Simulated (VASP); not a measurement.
Crystal: AlN.

```
Al N
1.0
     2.58546    0.00000    0.00000
     0.00000    2.58546    0.00000
     0.00000    0.00000    2.58546
Al N
1 1
Direct
  0.00000 0.00000 0.00000
  0.50000 0.50000 0.50000
```

Base run:

* Program: VASP 6.6.1
* Functional: r2SCAN
* Potentials or basis: VASP PAW PBE potentials, release 64 (Al, N)
* Cutoff: 660 eV
* k mesh: 8 × 8 × 8
* Occupations: fermi-dirac, width 0.02 eV
* Spin: no spin polarisation

Its results: band gap on the k mesh zero (band 4 reaches 11.31 eV, above the bottom of band 5 at 10.65 eV); pressure -0.6 GPa.

The run is repeated on the same cell with these changes: functional from r2SCAN to PBE; cutoff from 660 eV to 600 eV. What comes out?

Band gap on the k mesh zero (band 4 reaches 11.34 eV, above the bottom of band 5 at 10.72 eV); pressure 6.2 GPa.

Caveats: the PAW data sets were made with another functional, which shifts forces and pressure a little (some runs).
